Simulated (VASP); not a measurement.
# Fe2Ge (P6_3/mmc) in VASP: further runs

Fe2Ge is run at these levels: PBEsol; tasks: single point.

Program: VASP 6.6.1. These are calculated values, not measurements. Logs are shortened: lines on timing, memory, paths and dates and some standing lists are left out, and cuts for length are marked.

## Step 1: The cell of the first run

Symmetry: P6_3/mmc, No. 194, hexagonal system. Conventional cell: a = 4.187 Å, b = 4.187 Å, c = 5.075 Å, α = 90.00°, β = 90.00°, γ = 120.00°. Within 3.2 Å of Ge (site symmetry -6m2) lie 11 Fe at 2.42 to 2.73 Å. Within 3.2 Å of Fe (site symmetry -6m2) lie 5 Ge at 2.42 to 2.54 Å and 6 Fe at 2.73 Å. Within 3.3 Å of Fe (site symmetry -3m) lie 8 Fe at 2.54 to 2.73 Å and 6 Ge at 2.73 Å.

## Step 2: Single point, PBEsol, collinear spin, ferromagnetic start (12.84 Å³/atom)

Input file INCAR:

```
SYSTEM = Fe2Ge
ALGO = Normal
EDIFF = 1E-6
ENCUT = 520
GGA = PS
ISIF = 2
ISMEAR = -1
ISPIN = 2
LASPH = .True.
LCHARG = .True.
LELF = .True.
LMAXMIX = 4
LORBIT = 11
LREAL = .False.
LVHAR = .True.
LWAVE = .False.
MAGMOM = 0 0 3 3 3 3
NBANDS = 43
NELM = 150
PREC = Accurate
SIGMA = 0.05
```

Input file KPOINTS:

```
k-points
0
Gamma
  8 8 6
  0 0 0
```

Input file POSCAR:

```
Fe2Ge
1.0
    4.1872542200      0.0000000000      0.0000000000
   -2.0936271100      3.6262685267      0.0000000000
    0.0000000000      0.0000000000      5.0746641902
Ge Fe
2 4
Direct
    0.3333333333      0.6666666667      0.7500000000
    0.6666666667      0.3333333333      0.2500000000
    0.3333333333      0.6666666667      0.2500000000
    0.6666666667      0.3333333333      0.7500000000
    0.0000000000      0.0000000000      0.5000000000
    0.0000000000      0.0000000000      0.0000000000
```

Potentials or basis: VASP PAW PBE potentials, release 64 (Ge_d, Fe).

Started as:

```console
$ cat potpaw_PBE.64/Ge_d/POTCAR potpaw_PBE.64/Fe/POTCAR > POTCAR
$ mpirun -np 1 vasp_std > vasp.out
```

OUTCAR:

```text
SYSTEM = Fe2Ge
   EDIFF = 1E-6
   ENCUT = 520
   GGA = PS
   ISIF = 2
   ISMEAR = -1
   ISPIN = 2
   LASPH = .True.
   LORBIT = 11
   LREAL = .False.
   NELM = 150
   PREC = Accurate

 ion  position               nearest neighbor table
   1  0.333  0.667  0.750-   4 2.42   4 2.42   4 2.42   3 2.54   3 2.54   5 2.73   6 2.73   6 2.73
                             5 2.73   6 2.73   5 2.73
   2  0.667  0.333  0.250-   3 2.42   3 2.42   3 2.42   4 2.54   4 2.54   5 2.73   6 2.73   5 2.73
                             6 2.73   5 2.73   6 2.73
   3  0.333  0.667  0.250-   2 2.42   2 2.42   2 2.42   1 2.54   1 2.54   5 2.73   6 2.73   6 2.73
                             5 2.73   6 2.73   5 2.73
   4  0.667  0.333  0.750-   1 2.42   1 2.42   1 2.42   2 2.54   2 2.54   5 2.73   6 2.73   5 2.73
                             6 2.73   5 2.73   6 2.73
   5  0.000  0.000  0.500-   6 2.54   6 2.54   3 2.73   4 2.73   1 2.73   2 2.73   2 2.73   4 2.73
                             1 2.73   3 2.73   2 2.73   4 2.73   1 2.73   3 2.73
   6  0.000  0.000  0.000-   5 2.54   5 2.54   3 2.73   4 2.73   1 2.73   2 2.73   2 2.73   4 2.73
                             1 2.73   3 2.73   2 2.73   4 2.73   1 2.73   3 2.73

  LATTYP: Found a hexagonal cell.
 ALAT       =     4.1872542200
 C/A-ratio  =     1.2119312379

  Lattice vectors:

 A1 = (   4.1872542200,   0.0000000000,   0.0000000000)
 A2 = (  -2.0936271100,   3.6262685267,   0.0000000000)
 A3 = (   0.0000000000,   0.0000000000,   5.0746641902)

Analysis of symmetry for initial positions (statically):
=====================================================================
 Subroutine PRICEL returns:
 Original cell was already a primitive cell.

 Routine SETGRP: Setting up the symmetry group for a
 hexagonal supercell.

 Subroutine GETGRP returns: Found 24 space group operations
 (whereof 12 operations were pure point group operations)
 out of a pool of 24 trial point group operations.

The static configuration has the point symmetry D_3d.
 The point group associated with its full space group is D_6h.

Analysis of symmetry for dynamics (positions and initial velocities):
=====================================================================
 Subroutine PRICEL returns:
 Original cell was already a primitive cell.

 Routine SETGRP: Setting up the symmetry group for a
 hexagonal supercell.

 Subroutine GETGRP returns: Found 24 space group operations
 (whereof 12 operations were pure point group operations)
 out of a pool of 24 trial point group operations.

The dynamic configuration has the point symmetry D_3d.
 The point group associated with its full space group is D_6h.

Analysis of structural, dynamic, and magnetic symmetry:
=====================================================================
 Subroutine PRICEL returns:
 Original cell was already a primitive cell.

 Routine SETGRP: Setting up the symmetry group for a
 hexagonal supercell.

 Subroutine GETGRP returns: Found 24 space group operations
 (whereof 12 operations were pure point group operations)
 out of a pool of 24 trial point group operations.

The overall configuration has the point symmetry D_3d.
 The point group associated with its full space group is D_6h.

 Subroutine INISYM returns: Found 24 space group operations
 (whereof 12 operations are pure point group operations),
 and found     1 'primitive' translations

----------------------------------------------------------------------------------------

                                     Primitive cell

  volume of cell :      77.0543

  direct lattice vectors                    reciprocal lattice vectors
     4.187254220  0.000000000  0.000000000     0.238819987  0.137882784  0.000000000
    -2.093627110  3.626268527  0.000000000     0.000000000  0.275765568  0.000000000
     0.000000000  0.000000000  5.074664190     0.000000000  0.000000000  0.197057374

  length of vectors
     4.187254220  4.187254220  5.074664190     0.275765568  0.275765568  0.197057374

  position of ions in fractional coordinates (direct lattice)
     0.333333333  0.666666667  0.750000000
     0.666666667  0.333333333  0.250000000
     0.333333333  0.666666667  0.250000000
     0.666666667  0.333333333  0.750000000
     0.000000000  0.000000000  0.500000000
     0.000000000  0.000000000  0.000000000

  ion indices of the primitive-cell ions
   primitive index   ion index
                 1           1
                 2           2
                 3           3
                 4           4
                 5           5
                 6           6

----------------------------------------------------------------------------------------

 KPOINTS: k-points

Automatic generation of k-mesh.
 Grid dimensions read from file:
 generate k-points for:    8    8    6

 Generating k-lattice:

  Cartesian coordinates                     Fractional coordinates (reciprocal lattice)
     0.029852498  0.017235348  0.000000000     0.125000000  0.000000000  0.000000000
     0.000000000  0.034470696  0.000000000     0.000000000  0.125000000  0.000000000
     0.000000000  0.000000000  0.032842896     0.000000000  0.000000000  0.166666667

  Length of vectors
     0.034470696  0.034470696  0.032842896

  Shift w.r.t. Gamma in fractional coordinates (k-lattice)
     0.000000000  0.000000000  0.000000000

 Subroutine IBZKPT returns following result:
 ===========================================

 Found     40 irreducible k-points:

 Following reciprocal coordinates:
            Coordinates               Weight
  0.000000  0.000000  0.000000      1.000000
  0.125000 -0.000000  0.000000      6.000000
  0.250000 -0.000000  0.000000      6.000000
  0.375000  0.000000  0.000000      6.000000
  0.500000 -0.000000  0.000000      3.000000
  0.125000  0.125000  0.000000      6.000000
[... 16 lines left out ...]
  0.250000 -0.000000  0.333333     12.000000
  0.375000  0.000000  0.333333     12.000000
 [... further k-points ...]
   k-points           NKPTS =     40   k-points in BZ     NKDIM =     40   number of bands    NBANDS=     43
   number of dos      NEDOS =    301   number of ions     NIONS =      6
   total plane-waves  NPLWV =  40960
   dimension x,y,z NGX =    32 NGY =   32 NGZ =   40
   dimension x,y,z NGXF=    64 NGYF=   64 NGZF=   80
   ions per type =               2   4
   NGX,Y,Z   is equivalent  to a cutoff of  12.70, 12.70, 13.10 a.u.
   NGXF,Y,Z  is equivalent  to a cutoff of  25.41, 25.41, 26.21 a.u.
 SYSTEM =  Fe2Ge
   PREC   = accura    normal or accurate (medium, high low for compatibility)
   ISTART =      0    job   : 0-new  1-cont  2-samecut
   ICHARG =      2    charge: 1-file 2-atom 10-const
   ISPIN  =      2    spin polarized calculation?
   LNONCOLLINEAR =      F non collinear calculations
   LSORBIT =      F    spin-orbit coupling
   LASPH  =      T    aspherical Exc in radial PAW
   ENCUT  =  520.0 eV  38.22 Ry    6.18 a.u.   7.79  7.79  9.44*2*pi/ulx,y,z
   NELM   =    150;   NELMIN=  2; NELMDL= -5     # of ELM steps
   EDIFF  = 0.1E-05   stopping-criterion for ELM
   LREAL  =      F    real-space projection
   EDIFFG = 0.1E-04   stopping-criterion for IOM
   NSW    =      0    number of steps for IOM
   IBRION =     -1    ionic relax: 0-MD 1-quasi-New 2-CG
   NFREE  =      0    steps in history (QN), initial steepest desc. (CG)
   ISIF   =      2    stress and relaxation
   ISYM   =      2    0-nonsym 1-usesym 2-fastsym
   POTIM  = 0.5000    time-step for ionic-motion
   TEBEG  =    0.0;   TEEND  =   0.0 temperature during run
   PSTRESS=    0.0 pullay stress
   NELECT =      60.0000    total number of electrons
   NUPDOWN=      -1.0000    fix difference up-down
   EMIN   =  10.00;   EMAX   =-10.00  energy-range for DOS
   EFERMI =   0.00;   METHOD = LEGACY
   ISMEAR =    -1;   SIGMA  =   0.05  broadening in eV -4-tet -1-fermi 0-gaus
   EFERMI_NEDOS =   21; number of points for ismear=-14 and -15
   IALGO  =     38    algorithm
   IMIX   =      4    mixing-type and parameters
     AMIX     =   0.40;   BMIX     =  1.00
     AMIX_MAG =   1.60;   BMIX_MAG =  1.00
  volume/ion in A,a.u.               =      12.84        86.66
  Fermi-wavevector in a.u.,A,eV,Ry     =   1.506120  2.846155 30.863441  2.268399
  Thomas-Fermi vector in A             =   2.616880
   LORBIT       =     11    0 simple, 1 ext, 2 COOP (PROOUT), +10 PAW based schemes
   GGA     = PS    functional components
   LHFCALC =     F    Hartree Fock is set to
   AEXX    =    0.0000 exact exchange contribution
   IVDW    =     0    specifies the selected vdW correction
   LEPSILON=     F    determine dielectric tensor
   LRPA    =     F    only Hartree local field effects (RPA)
 spin polarized calculation
  energy-cutoff  :      520.00
  volume of cell :       77.05
 maximum number of plane-waves:      2101
 NGX is ok and might be reduce to    32
   NGX = 15   NGY = 15   NGZ = 19

 number of electron      60.0000000 magnetization      12.0000000

 number of electron      59.9999977 magnetization       8.1395669

 Free energy of the ion-electron system (eV)
  ---------------------------------------------------
  ext. energy  EPLUGINS =         0.00000000
  ---------------------------------------------------
  free energy    TOTEN  =       -45.83139821 eV

  energy without entropy =      -45.77907020  energy(sigma->0) =      -45.80523420

 E-fermi :   7.1376     XC(G=0): -12.8931

 val. band max:        7.1344471094   @ k =   0.0000   0.0000   0.1667
 cond. band min:       7.1451475487   @ k =   0.3750   0.1250   0.3333
 fundamental gap:      0.0107004393
 Fermi energy:         7.1375870305

 spin component 1

 k-point     1 :       0.0000    0.0000    0.0000
  band No.  band energies     occupation
      1     -17.4423      1.00000
      2     -17.4361      1.00000
      3     -17.4129      1.00000
      4     -17.4129      1.00000
      5     -17.3939      1.00000
      6     -17.3939      1.00000
[... 34 lines left out ...]
     41      11.4863      0.00000
     42      11.4863      0.00000
[... 994 lines left out ...]
      2     -17.4332      1.00000
      3     -17.4092      1.00000
      4     -17.4061      1.00000
      5     -17.3991      1.00000
      6     -17.3983      1.00000
[... 34 lines left out ...]
     41      14.8097      0.00000
     42      15.2743      0.00000

 [... further k-points ...]

 spin component 2

 k-point     1 :       0.0000    0.0000    0.0000
  band No.  band energies     occupation
      1     -17.4570      1.00000
      2     -17.4509      1.00000
      3     -17.4322      1.00000
      4     -17.4322      1.00000
      5     -17.4077      1.00000
      6     -17.4077      1.00000
[... 34 lines left out ...]
     41      11.6500      0.00000
     42      11.6500      0.00000
[... 994 lines left out ...]
      2     -17.4483      1.00000
      3     -17.4282      1.00000
      4     -17.4246      1.00000
      5     -17.4166      1.00000
      6     -17.4152      1.00000
[... 34 lines left out ...]
     41      15.2342      0.00000
     42      15.7166      0.00000

 [... further k-points ...]

 [bands above 42 left out]

------------------------ aborting loop because EDIFF is reached ----------------------------------------

  FORCE on cell =-STRESS in cart. coord.  units (eV):
  Direction    XX          YY          ZZ          XY          YZ          ZX
  --------------------------------------------------------------------------------------
  -------------------------------------------------------------------------------------
  Total       -6.4940439     -6.4940439     -6.4038863      0.0000000      0.0000000     -0.0000000
  in kB     -135.0296698   -135.0296698   -133.1550353      0.0000000      0.0000000     -0.0000000
  external PRESSURE =    -134.4047916 kB  Pullay stress =       0.0000000 kB

 VOLUME and BASIS-vectors are now :
 -----------------------------------------------------------------------------
  energy-cutoff  :      520.00
  volume of cell :       77.05
      direct lattice vectors                 reciprocal lattice vectors
     4.187254220  0.000000000  0.000000000     0.238819987  0.137882784  0.000000000
    -2.093627110  3.626268527  0.000000000     0.000000000  0.275765568  0.000000000
     0.000000000  0.000000000  5.074664190     0.000000000  0.000000000  0.197057374

 POSITION                                       TOTAL-FORCE (eV/Angst)
 -----------------------------------------------------------------------------------
     -0.00000      2.41751      3.80600         0.000000     -0.000000      0.000000
      2.09363      1.20876      1.26867        -0.000000      0.000000      0.000000
     -0.00000      2.41751      1.26867         0.000000      0.000000      0.000000
      2.09363      1.20876      3.80600        -0.000000      0.000000      0.000000
      0.00000      0.00000      2.53733        -0.000000      0.000000      0.000000
      0.00000      0.00000      0.00000         0.000000      0.000000      0.000000
 -----------------------------------------------------------------------------------
    total drift:                               -0.000000      0.000000      0.000000

  FREE ENERGIE OF THE ION-ELECTRON SYSTEM (eV)
  ---------------------------------------------------
  free  energy   TOTEN  =       -45.8313982093 eV

  energy  without entropy=      -45.7790701969  energy(sigma->0) =      -45.80523420

 total charge

# of ion       s       p       d       tot
------------------------------------------
    1        1.086   1.272  10.093  12.451
    2        1.086   1.272  10.093  12.451
    3        0.407   0.459   6.425   7.292
    4        0.407   0.459   6.425   7.292
    5        0.379   0.442   6.233   7.054
    6        0.379   0.442   6.233   7.054
--------------------------------------------------
tot          3.745   4.346  45.504  53.594

 magnetization (x)

# of ion       s       p       d       tot
------------------------------------------
    1       -0.007  -0.086   0.003  -0.089
    2       -0.007  -0.086   0.003  -0.089
    3        0.011   0.001   1.666   1.678
    4        0.011   0.001   1.666   1.678
    5       -0.001   0.002   2.479   2.480
    6       -0.001   0.002   2.479   2.480
--------------------------------------------------
tot          0.006  -0.167   8.298   8.138
```

It took 2.1 min on 1 thread of Intel Xeon 6975P-C (Granite Rapids), shared host; peak memory 0.34 GiB.

Results:

| Item | Value |
| --- | --- |
| Free energy | -45.8314 eV |
| Pressure | -13.4 GPa |
| Net moment | 8.14 μB per cell |
| Site moments | Ge -0.09; Fe +1.68, +2.48 (each value once) μB |
| Valence electrons inside the program's atomic spheres | Ge 12.45; Fe 7.29, 7.05 (each value once) |

Caveat: the cell stands under tension; the PAW data sets were made with another functional, which shifts forces and pressure a little.

(Part 1 of 3 ends here.)
